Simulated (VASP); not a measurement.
A run of VASP 6.6.1:

POSCAR

```
Li2H2Pd
1.0
   -1.5394000000      1.5394000000      5.1188000000
    1.5394000000     -1.5394000000      5.1188000000
    1.5394000000      1.5394000000     -5.1188000000
Li H Pd
2 2 1
Direct
    0.6452000000      0.6452000000      0.0000000000
    0.3548000000      0.3548000000      0.0000000000
    0.8367000000      0.8367000000      0.0000000000
    0.1633000000      0.1633000000      0.0000000000
    0.0000000000      0.0000000000      0.0000000000
```

INCAR.step1

```
SYSTEM = Li2H2Pd
PREC     = Accurate       ! precision mode
ENCUT    = 600            ! plane-wave cutoff, eV
ISMEAR   = 0              ! smearing method
SIGMA    = 0.02           ! smearing width, eV
LREAL    = .FALSE.        ! projectors in reciprocal space
LASPH    = .TRUE.         ! aspherical terms in the spheres
NELM     = 80             ! most SCF steps
GGA      = PE             ! functional
ALGO     = Normal         ! electronic algorithm
EDIFF    = 1E-4           ! SCF threshold, eV
LWAVE    = .TRUE.         ! write WAVECAR
LCHARG   = .FALSE.        ! write CHGCAR
```

Contents of INCAR.step2:

```
SYSTEM = Li2H2Pd
PREC     = Accurate       ! precision mode
ENCUT    = 600            ! plane-wave cutoff, eV
EDIFF    = 1E-7           ! SCF threshold, eV
ISMEAR   = 0              ! smearing method
SIGMA    = 0.02           ! smearing width, eV
LREAL    = .FALSE.        ! projectors in reciprocal space
LASPH    = .TRUE.         ! aspherical terms in the spheres
NELM     = 80             ! most SCF steps
ALGO     = Normal         ! electronic algorithm
ISIF     = 3              ! what is computed and relaxed
LWAVE    = .FALSE.        ! write WAVECAR
LCHARG   = .FALSE.        ! write CHGCAR
METAGGA  = R2SCAN         ! meta-GGA
LMIXTAU  = .TRUE.       
IBRION   = 2              ! ionic algorithm
NSW      = 80             ! ionic steps
EDIFFG   = -0.02          ! ionic threshold
ISTART   = 1
```

The input KPOINTS:

```
regular mesh
0
G
  6 6 8
  0 0 0
```

Potentials or basis: VASP PAW PBE potentials, release 64 (Li_sv, H, Pd).

Run with:

```sh
$ cat potpaw_PBE.64/Li_sv/POTCAR potpaw_PBE.64/H/POTCAR potpaw_PBE.64/Pd/POTCAR > POTCAR
$ cp INCAR.step1 INCAR
$ mpirun -np 1 vasp_std > vasp.out
$ cp INCAR.step2 INCAR
$ mpirun -np 1 vasp_std > vasp.out
```

Hardware: 1 thread of Intel(R) Xeon(R) 6975P-C (Granite Rapids), with other jobs on the host.

**Question.** Estimate the wall time of this run.

**Answer.** Run time: 6.1 min on 1 thread of Intel(R) Xeon(R) 6975P-C (Granite Rapids), with other jobs on the host, peak memory 0.42 GiB. Counts: k points 81, ion steps 1.
